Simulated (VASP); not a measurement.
Input of a VASP 6.6.1 run:

File POSCAR:

```
CdF2
1.0
    0.0000000000      2.6825809990      2.6825809990
    2.6825809990      0.0000000000      2.6825809990
    2.6825809990      2.6825809990      0.0000000000
Cd F
1 2
Direct
    0.0000000000      0.0000000000      0.0000000000
    0.2500000000      0.2500000000      0.2500000000
    0.7500000000      0.7500000000      0.7500000000
```

Contents of INCAR.step1:

```
SYSTEM = CdF2
ALGO = Normal ; EDIFF = 1E-5
ENCUT = 520 ; GGA = PE
GGA_COMPAT = .FALSE. ; ISIF = 2
ISMEAR = 0 ; LASPH = .TRUE.
LCHARG = .FALSE. ; LREAL = .FALSE.
LWAVE = .TRUE. ; NBANDS = 24
NELM = 120 ; PREC = Accurate
SIGMA = 0.01
```

The input INCAR.step2:

```
SYSTEM = CdF2
ALGO = Normal ; EDIFF = 1E-6
ENCUT = 520 ; GGA = PE
GGA_COMPAT = .FALSE. ; HFSCREEN = 0.2079
ISIF = 2 ; ISMEAR = 0
ISTART = 1 ; LASPH = .TRUE.
LCHARG = .FALSE. ; LHFCALC = .TRUE.
LREAL = .FALSE. ; LWAVE = .FALSE.
NBANDS = 24 ; NELM = 120
PREC = Accurate ; PRECFOCK = Normal
SIGMA = 0.01
```

File KPOINTS:

```
k-points
0
G
  4 4 4
  0 0 0
```

Potentials or basis: VASP PAW PBE potentials, release 64 (Cd_sv_GW, F).

The run is started by

```console
$ cat potpaw_PBE.64/Cd_sv_GW/POTCAR potpaw_PBE.64/F/POTCAR > POTCAR
$ cp INCAR.step1 INCAR
$ mpirun -np 1 vasp_std > vasp.out
$ cp INCAR.step2 INCAR
$ mpirun -np 1 vasp_std > vasp.out
```

(1) Predict the band gap on the k mesh.

(2) Estimate the pressure.

## Answers

(1) 5.24 eV (least direct gap 5.81 eV).

(2) 1.5 GPa.

Caveat: the k points lie up to 0.51 Å⁻¹ apart; the PAW data sets were made with another functional, which shifts forces and pressure a little.
